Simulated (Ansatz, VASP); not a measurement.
**MgC8: VASP beside Ansatz**

```
CELL_PARAMETERS angstrom
6.32849 0.00000 0.00000
-3.16424 5.48063 0.00000
0.00000 0.00000 6.23737
ATOMIC_POSITIONS crystal
Mg 0.00000 0.00000 0.50000
C 0.60368 0.00000 0.50000
C 0.00000 0.60368 0.50000
C 0.39632 0.39632 0.50000
C 0.39632 0.00000 0.50000
C 0.00000 0.39632 0.50000
C 0.60368 0.60368 0.50000
C 0.33333 0.66667 0.50000
C 0.66667 0.33333 0.50000
```

Alike in both runs: functional PBE; k mesh 9 × 9 × 6; occupations gaussian, width 0.1 eV; no spin polarisation.

Ansatz relaxed the structure, and its values are those at the end. VASP's run is a single point on that final structure, the one shown.

|  | VASP | Ansatz |
| --- | --- | --- |
| version | VASP 6.6.1 | Ansatz 0.2.0 |
| potentials or method | VASP PAW PBE potentials, release 64 (Mg, C), cutoff 520 eV | scalar-relativistic, plane waves, PAW |
| valence electrons in the cell | 34 | 42 |

|  | VASP | Ansatz | Ansatz less VASP |
| --- | --- | --- | --- |
| gap on the k mesh at the Fermi level (eV) | none | none | - |
| pressure (GPa) | 0.1 | 0.0 | -0.07 |
| rms of the force components (eV/Å) | 0.050 | 0.000 | -0.0500 |

A gap of «none» marks a metal or a gap that the smearing closes. The functional is the same, so the differences come from potentials, cutoffs and numerics. VASP's potentials hold 34 valence electrons a cell and Ansatz's 42, so a difference there can come from the potentials and not from the codes.
